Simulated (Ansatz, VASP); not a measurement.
Two plane-wave programs on GaSnH3

File INCAR:

```
  ALGO = Normal
  EDIFF = 1E-6
  EDIFFG = -0.01
  ENCUT = 600
  GGA = PE
  IBRION = 2
  ISIF = 3
  ISMEAR = 0
  LASPH = T
  LCHARG = F
  LREAL = F
  LWAVE = F
  NELM = 60
  NSW = 100
  PREC = Accurate
  SIGMA = 0.1
```

Contents of KPOINTS:

```
k-points
0
Gamma
  10 10 10
```

The input POSCAR:

```
GaSnH3
1.0
    4.1632441300      0.0000000000      0.0000000000
    0.0000000000      4.1632441300      0.0000000000
    0.0000000000      0.0000000000      4.1632441300
Ga Sn H
1 1 3
Direct
    0.0000000000      0.0000000000      0.0000000000
    0.5000000000      0.5000000000      0.5000000000
    0.0000000000      0.5000000000      0.5000000000
    0.5000000000      0.0000000000      0.5000000000
    0.5000000000      0.5000000000      0.0000000000
```

Input for Ansatz:

```yaml
crystal:
  lattice:
    - [4.16324413, 0.0, 0.0]
    - [0.0, 4.16324413, 0.0]
    - [0.0, 0.0, 4.16324413]
  atoms:
    - { symbol: Ga, position: [0.0, 0.0, 0.0] }
    - { symbol: Sn, position: [0.5, 0.5, 0.5] }
    - { symbol: H, position: [0.0, 0.5, 0.5] }
    - { symbol: H, position: [0.5, 0.0, 0.5] }
    - { symbol: H, position: [0.5, 0.5, 0.0] }
basis:
  ecutwfc: 420
kpoints:
  mp_grid: { grid: [10, 10, 10] }
hamiltonian:
  xc: pbe
scf:
  occupations: { method: gaussian, width: 0.1 }
output:
  forces: true
  stress: true
  eigenvalues: true
  write_density: true
  write_potential: true
  elf: true
  volumetric_format: npy
relax:
  adjacent_minimum: "off"
  f_tol: 0.01
  max_steps: 80
  cell: { stress_tol: 0.05 }
```

Change from the starting cell: species swapped into the Ca3SnO type (Pm-3m, No. 221).

Alike in both runs: task relaxation of cell and atoms; functional PBE; k mesh 10 × 10 × 10; occupations gaussian, width 0.1 eV; no spin polarisation.

|  | VASP | Ansatz |
| --- | --- | --- |
| version | VASP 6.6.1 | Ansatz 0.2.0 |
| potentials or method | VASP PAW PBE potentials, release 64 (Ga_d, Sn_d, H), cutoff 600 eV | scalar-relativistic, plane waves, PAW |
| valence electrons in the cell | 30 | 30 |

Ansatz gave:

```
gap on the k mesh at the Fermi level, each at its own relaxed structure (eV) : none
relaxed volume (Å³/atom)                                                     : 14.29
relaxed length of the cell vector where the two differ most in proportion (Å)              : 4.150
```

Q: Which values does VASP return?

A: gap on the k mesh at the Fermi level, each at its own relaxed structure (eV): none; relaxed volume (Å³/atom): 14.32; relaxed length of the cell vector where the two differ most in proportion (Å): 4.152.

A gap of «none» marks a metal or a gap that the smearing closes.
